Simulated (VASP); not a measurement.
# Li in VASP: single point with PBE

Aim: the single point of Li with PBE.

All numbers are computed with VASP 6.6.1; they aren't measurements. Logs are shortened: lines on timing, memory, paths and dates and some standing lists are left out, and cuts for length are marked.

## (1) The cell of the first run

The cell holds a sublattice, 1 atom: a = 4.085 Å, b = 4.085 Å, c = 7.705 Å, α = 105.37°, β = 105.37°, γ = 90.00°.

## (2) Single point, PBE

File INCAR:

```
SYSTEM = Li
ALGO     = Normal         ! electronic algorithm
EDIFF    = 1E-6           ! SCF threshold, eV
ENCUT    = 650            ! plane-wave cutoff, eV
GGA      = PE             ! functional
GGA_COMPAT= .False.      
ISIF     = 2              ! what is computed and relaxed
ISMEAR   = 0              ! smearing method
LASPH    = .True.         ! aspherical terms in the spheres
LCHARG   = .False.        ! write CHGCAR
LREAL    = .False.        ! projectors in reciprocal space
LWAVE    = .False.        ! write WAVECAR
NBANDS   = 8              ! bands
NELM     = 120            ! most SCF steps
PREC     = Accurate       ! precision mode
SIGMA    = 0.1            ! smearing width, eV
```

File KPOINTS:

```
k-points
0
Gamma
  6 6 6
  0 0 0
```

File POSCAR:

```
Li
1.0
    0.0000000000     -4.0853580000      0.0000000000
    4.0853580000      0.0000000000      0.0000000000
   -2.0426790000      2.0426790000      7.1427180000
Li
1
Direct
    0.2500000000      0.7500000000      0.5000000000
```

Potentials or basis: VASP PAW PBE potentials, release 64 (Li_sv).

Started as:

```
$ cat potpaw_PBE.64/Li_sv/POTCAR > POTCAR
$ mpirun -np 1 vasp_std > vasp.out
```

OUTCAR:

```text
SYSTEM = Li
   EDIFF = 1E-6
   ENCUT = 650
   GGA = PE
   ISIF = 2
   ISMEAR = 0
   LASPH = .True.
   LREAL = .False.
   NELM = 120
   PREC = Accurate

 ion  position               nearest neighbor table
   1  0.250  0.750  0.500-

  LATTYP: Found a body centered tetragonal cell.
 ALAT       =     4.0853580000
 C/A-ratio  =     3.4967403102

  Lattice vectors:

 A1 = (  -2.0426790000,  -2.0426790000,  -7.1427180000)
 A2 = (   2.0426790000,   2.0426790000,  -7.1427180000)
 A3 = (   2.0426790000,  -2.0426790000,   7.1427180000)

Analysis of symmetry for initial positions (statically):
=====================================================================
 Subroutine PRICEL returns:
 Original cell was already a primitive cell.

 Routine SETGRP: Setting up the symmetry group for a
 body centered tetragonal supercell.

 Subroutine GETGRP returns: Found 16 space group operations
 (whereof  8 operations were pure point group operations)
 out of a pool of 16 trial point group operations.

The static configuration has the point symmetry D_2d.
 The point group associated with its full space group is D_4h.

Analysis of symmetry for dynamics (positions and initial velocities):
=====================================================================
 Subroutine PRICEL returns:
 Original cell was already a primitive cell.

 Routine SETGRP: Setting up the symmetry group for a
 body centered tetragonal supercell.

 Subroutine GETGRP returns: Found 16 space group operations
 (whereof  8 operations were pure point group operations)
 out of a pool of 16 trial point group operations.

The dynamic configuration has the point symmetry D_2d.
 The point group associated with its full space group is D_4h.

 Subroutine INISYM returns: Found 16 space group operations
 (whereof  8 operations are pure point group operations),
 and found     1 'primitive' translations

----------------------------------------------------------------------------------------

                                     Primitive cell

  volume of cell :     119.2130

  direct lattice vectors                    reciprocal lattice vectors
     0.000000000 -4.085358000  0.000000000     0.000000000 -0.244776590  0.070001364
[... 76 lines left out ...]
   ISTART =      0    job   : 0-new  1-cont  2-samecut
   ICHARG =      2    charge: 1-file 2-atom 10-const
   ISPIN  =      1    spin polarized calculation?
   LNONCOLLINEAR =      F non collinear calculations
   LSORBIT =      F    spin-orbit coupling
   LASPH  =      T    aspherical Exc in radial PAW
   ENCUT  =  650.0 eV  47.77 Ry    6.91 a.u.   8.49  8.49 16.02*2*pi/ulx,y,z
   NELM   =    120;   NELMIN=  2; NELMDL= -5     # of ELM steps
   EDIFF  = 0.1E-05   stopping-criterion for ELM
   LREAL  =      F    real-space projection
   EDIFFG = 0.1E-04   stopping-criterion for IOM
   NSW    =      0    number of steps for IOM
   IBRION =     -1    ionic relax: 0-MD 1-quasi-New 2-CG
   NFREE  =      0    steps in history (QN), initial steepest desc. (CG)
   ISIF   =      2    stress and relaxation
   ISYM   =      2    0-nonsym 1-usesym 2-fastsym
   POTIM  = 0.5000    time-step for ionic-motion
   TEBEG  =    0.0;   TEEND  =   0.0 temperature during run
   PSTRESS=    0.0 pullay stress
   NELECT =       3.0000    total number of electrons
   NUPDOWN=      -1.0000    fix difference up-down
   EMIN   =  10.00;   EMAX   =-10.00  energy-range for DOS
   EFERMI =   0.00;   METHOD = LEGACY
   ISMEAR =     0;   SIGMA  =   0.10  broadening in eV -4-tet -1-fermi 0-gaus
   EFERMI_NEDOS =   21; number of points for ismear=-14 and -15
   IALGO  =     38    algorithm
   IMIX   =      4    mixing-type and parameters
     AMIX     =   0.40;   BMIX     =  1.00
     AMIX_MAG =   1.60;   BMIX_MAG =  1.00
  volume/ion in A,a.u.               =     119.21       804.49
  Fermi-wavevector in a.u.,A,eV,Ry     =   0.479742  0.906580  3.131407  0.230152
  Thomas-Fermi vector in A             =   1.476922
   LORBIT       =      0    0 simple, 1 ext, 2 COOP (PROOUT), +10 PAW based schemes
   GGA     = PE    functional components
   LHFCALC =     F    Hartree Fock is set to
   AEXX    =    0.0000 exact exchange contribution
   IVDW    =     0    specifies the selected vdW correction
   LEPSILON=     F    determine dielectric tensor
   LRPA    =     F    only Hartree local field effects (RPA)
 non-spin polarized calculation
 Gauss-broadening in eV      SIGMA  =   0.10
  energy-cutoff  :      650.00
  volume of cell :      119.21
 maximum number of plane-waves:      4511
 NGX is ok and might be reduce to    36
   NGX = 17   NGY = 17   NGZ = 33

 number of electron       2.9999997 magnetization

 Free energy of the ion-electron system (eV)
  ---------------------------------------------------
  ext. energy  EPLUGINS =         0.00000000
  ---------------------------------------------------
  free energy    TOTEN  =        -0.91074867 eV

  energy without entropy =       -0.90076843  energy(sigma->0) =       -0.90575855

 E-fermi :  -2.2382     XC(G=0):  -3.3798

 val. band max:       -2.2673082106   @ k =   0.3333   0.1667   0.0000
 cond. band min:      -2.2102294123   @ k =   0.3333   0.1667   0.1667
 fundamental gap:      0.0570787983
 Fermi energy:        -2.2381718003

 k-point     1 :       0.0000    0.0000    0.0000
  band No.  band energies     occupation
      1     -50.7860      2.00000
      2      -3.4155      2.00000
      3      -0.5800      0.00000
      4       0.9776      0.00000
      5       3.4532      0.00000
      6       3.4532      0.00000
      7       5.3392      0.00000
      8       6.5226      0.00000
[... 243 lines left out ...]
 k-point    24 :       0.5000    0.5000    0.1667
  band No.  band energies     occupation
      1     -50.7857      2.00000
      2      -0.0808      0.00000
      3      -0.0517      0.00000
      4       1.0368      0.00000
      5       1.7297      0.00000
      6       2.0927      0.00000
      7       3.5610      0.00000
      8       3.9952      0.00000

 [... further k-points ...]
[... 5 lines left out ...]
  --------------------------------------------------------------------------------------
  -------------------------------------------------------------------------------------
  Total       -0.9680520     -0.9680520     -0.0697832      0.0000000     -0.0000000      0.0000000
  in kB      -13.0102463    -13.0102463     -0.9378597      0.0000000     -0.0000000      0.0000000
  external PRESSURE =      -8.9861174 kB  Pullay stress =       0.0000000 kB

 VOLUME and BASIS-vectors are now :
 -----------------------------------------------------------------------------
  energy-cutoff  :      650.00
  volume of cell :      119.21
      direct lattice vectors                 reciprocal lattice vectors
     0.000000000 -4.085358000  0.000000000     0.000000000 -0.244776590  0.070001364
     4.085358000  0.000000000  0.000000000     0.244776590  0.000000000  0.070001364
    -2.042679000  2.042679000  7.142718000     0.000000000  0.000000000  0.140002727

 POSITION                                       TOTAL-FORCE (eV/Angst)
 -----------------------------------------------------------------------------------
      2.04268      0.00000      3.57136        -0.000000     -0.000000      0.000000
 -----------------------------------------------------------------------------------
    total drift:                                0.000000     -0.000000      0.000000

  FREE ENERGIE OF THE ION-ELECTRON SYSTEM (eV)
  ---------------------------------------------------
  free  energy   TOTEN  =        -0.9107486726 eV

  energy  without entropy=       -0.9007684335  energy(sigma->0) =       -0.90575855
```

OSZICAR:

```text
N       E                     dE             d eps       ncg     rms          rms(c)
DAV:   1     0.360582031431E+01    0.36058E+01   -0.16111E+03   480   0.236E+02
DAV:   2     0.296045335288E+00   -0.33098E+01   -0.32894E+01   672   0.243E+01
DAV:   3    -0.803974650569E+00   -0.11000E+01   -0.10928E+01   696   0.178E+01
DAV:   4    -0.900536652553E+00   -0.96562E-01   -0.96380E-01   664   0.466E+00
DAV:   5    -0.901306276365E+00   -0.76962E-03   -0.76962E-03   648   0.557E-01    0.504E-01
DAV:   6    -0.905330703679E+00   -0.40244E-02   -0.13651E-03   616   0.152E-01    0.321E-01
DAV:   7    -0.909655364424E+00   -0.43247E-02   -0.55357E-03   600   0.273E-01    0.762E-02
DAV:   8    -0.910414407544E+00   -0.75904E-03   -0.84925E-04   736   0.124E-01    0.152E-02
DAV:   9    -0.910630012130E+00   -0.21560E-03   -0.19655E-04   624   0.392E-02    0.179E-02
DAV:  10    -0.910743024266E+00   -0.11301E-03   -0.17632E-04   576   0.377E-02    0.341E-03
DAV:  11    -0.910746490648E+00   -0.34664E-05   -0.55229E-06   648   0.814E-03    0.353E-03
DAV:  12    -0.910748733388E+00   -0.22427E-05   -0.30959E-06   552   0.645E-03    0.673E-04
DAV:  13    -0.910748672605E+00    0.60782E-07   -0.35344E-08   688   0.127E-03
   1 F= -.91074867E+00 E0= -.90575855E+00  d E =-.998024E-02
```

It took 27 s on 1 thread of Intel Xeon Platinum 8259CL at 2.50GHz (Skylake/Cascade Lake), shared host; peak memory 0.27 GiB.

Results:

```
Free energy            : -0.9107 eV
Pressure               : -0.9 GPa
Band gap on the k mesh : zero (an odd number of electrons rules out a gap without spin polarisation)
```

Stress tensor (GPa, compression positive):
```
-1.30  0.00  0.00
 0.00 -1.30  0.00
 0.00  0.00 -0.09
```

Levels at points of the mesh, in eV from the Fermi level:
| k point | band 1 | band 2 | band 3 | band 4 | band 5 |
| --- | --- | --- | --- | --- | --- |
| (0.00, 0.00, 0.00) | -48.55 | -1.18 | 1.66 | 3.22 | 5.69 |
| (0.50, 0.00, 0.00) | -48.55 | 0.72 | 0.97 | 2.85 | 4.00 |
| (0.50, 0.50, 0.00) | -48.55 | 2.14 | 2.20 | 3.27 | 4.01 |
| (0.00, 0.00, 0.50) | -48.55 | -1.03 | 0.84 | 5.42 | 5.66 |

The gap in the log of VASP goes by the Fermi energy; the results here count the filled bands.